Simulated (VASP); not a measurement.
Crystal: SnO.

```
Sn O
1.0
     3.31187    0.00000    0.00000
     0.00000    5.65416    0.00000
     0.00000    0.00000    3.88175
Sn O
2 2
Cartesian
  0.0000 1.3272 2.0454
  1.6559 4.3269 0.1046
  0.0000 4.9946 2.8067
  1.6559 0.6595 0.8659
```

- Program: VASP 6.6.1
- Task: relaxation of shape and atoms at fixed volume
- Functional: PBE
- Dispersion: D3(BJ)
- Potentials or basis: VASP PAW PBE potentials, release 64 (Sn_d, O)
- Cutoff: 600 eV
- k mesh: 8 × 6 × 6
- Occupations: gaussian, width 0.02 eV
- Spin: no spin polarisation

At the start: pressure 2.9 GPa; volume 18.17 Å³/atom.

How do energy, volume and symmetry change on relaxing?

Over 14 steps the energy falls by 5.3 meV/atom; space group Pmn2_1 (No. 31, to 0.1 Å) before and after.

The path:
| step | energy change (eV) | largest force (eV/Å) | pressure (GPa) | volume (Å³) |
| --- | --- | --- | --- | --- |
| 1 | 0.0000 | 0.5346 | 2.89 | 72.69 |
| 2 | -0.0176 | 0.0720 | 0.98 | 72.69 |
| 3 | -0.0178 | 0.0693 | 0.76 | 72.69 |
| 4 | -0.0190 | 0.0621 | 0.65 | 72.69 |
| 5 | -0.0198 | 0.0513 | 0.51 | 72.69 |
| 6 | -0.0202 | 0.0290 | 0.41 | 72.69 |
| 7 | -0.0202 | 0.0321 | 0.42 | 72.69 |
| 8 | -0.0205 | 0.0258 | 0.41 | 72.69 |
| 9 | -0.0210 | 0.0129 | 0.38 | 72.69 |
| 10 | -0.0206 | 0.0303 | 0.35 | 72.69 |
| 11 | -0.0210 | 0.0131 | 0.38 | 72.69 |
| 12 | -0.0212 | 0.0107 | 0.33 | 72.69 |
| 13 | -0.0212 | 0.0201 | 0.27 | 72.69 |
| 14 | -0.0212 | 0.0090 | 0.30 | 72.69 |

Final structure:
```yaml
crystal:
  lattice:
    - [3.34810, 0.00000, 0.00000]
    - [0.00000, 5.69864, 0.00000]
    - [0.00000, 0.00000, 3.80977]
  atoms:
    - { symbol: Sn, position: [0.00000, 0.23762, 0.53382] }
    - { symbol: Sn, position: [0.50000, 0.76238, 0.03382] }
    - { symbol: O, position: [0.00000, 0.87988, 0.71618] }
    - { symbol: O, position: [0.50000, 0.12012, 0.21618] }
```

Where two steps share one volume, the run began anew on that cell with a basis built for it.
